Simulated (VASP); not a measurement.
**AlNi3: relaxation of cell and atoms with r2SCAN**

The system is AlNi3.

```
Al Ni
1.0
     0.00000    2.80189    2.80189
     2.80189    0.00000    2.80189
     2.80189    2.80189    0.00000
Al Ni
1 3
Direct
  0.50000 0.50000 0.50000
  0.25000 0.25000 0.25000
  0.00000 0.00000 0.00000
  0.75000 0.75000 0.75000
```

```
Program                : VASP 6.6.1
Task                   : relaxation of cell and atoms
Functional             : r2SCAN
Potentials or basis    : VASP PAW PBE potentials, release 64 (Al, Ni)
Cutoff                 : 600 eV
k mesh                 : 6 × 6 × 6
Occupations            : gaussian, width 0.1 eV
Spin                   : no spin polarisation
Dipole correction      : no
Further INCAR settings : ALGO = Normal; EDIFF = 1e-07; IBRION = 2; EDIFFG = -0.01; NSW = 80; ISIF = 3
```

```yaml
Pressure_after_relaxing: -0.1 GPa
```

Final structure:
```yaml
crystal:
  lattice:
    - [0.00000, 2.80189, 2.80189]
    - [2.80189, 0.00000, 2.80189]
    - [2.80189, 2.80189, 0.00000]
  atoms:
    - { symbol: Al, position: [0.50000, 0.50000, 0.50000] }
    - { symbol: Ni, position: [0.25000, 0.25000, 0.25000] }
    - { symbol: Ni, position: [0.00000, 0.00000, 0.00000] }
    - { symbol: Ni, position: [0.75000, 0.75000, 0.75000] }
```

Levels at points of the mesh, in eV from the Fermi level:
| k point | band 14 | band 15 | band 16 | band 17 | band 18 | band 19 |
| --- | --- | --- | --- | --- | --- | --- |
| (0.00, 0.00, 0.00) | -0.54 | -0.52 | -0.52 | 5.71 | 5.71 | 5.71 |
| (0.50, 0.00, 0.00) | -0.64 | -0.45 | -0.45 | -0.09 | 4.56 | 4.56 |
| (0.50, 0.50, 0.00) | -0.68 | -0.55 | -0.38 | -0.30 | -0.30 | 0.03 |

It took 81 s on 1 thread of Intel(R) Xeon(R) Platinum 8259CL CPU @ 2.50GHz (Skylake/Cascade Lake), with other jobs on the host, peak memory 0.19 GiB.

Caveat: the relaxation stopped at its first step, so nothing moved; the PAW data sets were made with another functional, which shifts forces and pressure a little. Spin polarisation is off, so any magnetic state and its effect on volume and gap are missing.
